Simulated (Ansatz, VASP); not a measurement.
**Rb in VASP and in Ansatz**

Contents of INCAR:

```
PREC = Accurate
ENCUT = 520
EDIFF = 1E-8
ISMEAR = -1
SIGMA = 0.05
LREAL = False
LASPH = True
NELM = 80
ALGO = Normal
ISIF = 2
LWAVE = False
LCHARG = False
GGA = PS
LEFG = True
NBANDS = 10
```

KPOINTS

```
Automatic mesh
0
Gamma
  8 8 8
```

File POSCAR:

```
Rb
1.0
   -2.7487186211      2.7487186211      2.7487186211
    2.7487186211     -2.7487186211      2.7487186211
    2.7487186211      2.7487186211     -2.7487186211
Rb
1
Direct
    0.0000000000      0.0000000000      0.0000000000
```

Input for Ansatz:

```yaml
crystal:
  lattice:
    - [-2.7487186211, 2.7487186211, 2.7487186211]
    - [2.7487186211, -2.7487186211, 2.7487186211]
    - [2.7487186211, 2.7487186211, -2.7487186211]
  atoms:
    - { symbol: Rb, position: [0.0, 0.0, 0.0] }
kpoints:
  mp_grid: { grid: [8, 8, 8] }
scf:
  occupations: { method: fermi_dirac, width: 0.05 }
hamiltonian:
  xc: pbesol
  pseudopotentials: { kind: all_electron, datasets: crystal }
output:
  forces: true
  stress: true
  eigenvalues: true
  efg: { contact_densities: true }
```

Change from the starting cell: volume scaled by 0.94, crystal datasets.

Alike in both runs: task electric field gradients; functional PBEsol; k mesh 8 × 8 × 8; occupations fermi-dirac, width 0.05 eV; no spin polarisation.

|  | VASP | Ansatz |
| --- | --- | --- |
| version | VASP 6.6.1 | Ansatz 0.2.0 |
| potentials or method | VASP PAW PBE potentials, release 64 (Rb_sv), cutoff 520 eV | all-electron PAW with datasets made for the crystal, scalar-relativistic |

```tsv
	VASP	Ansatz	Ansatz less VASP
pressure (GPa)	0.1	0.1	0.00
```

VASP's potentials were made for PBE, not for PBEsol. Ansatz ran all-electron here, and VASP with PAW potentials.
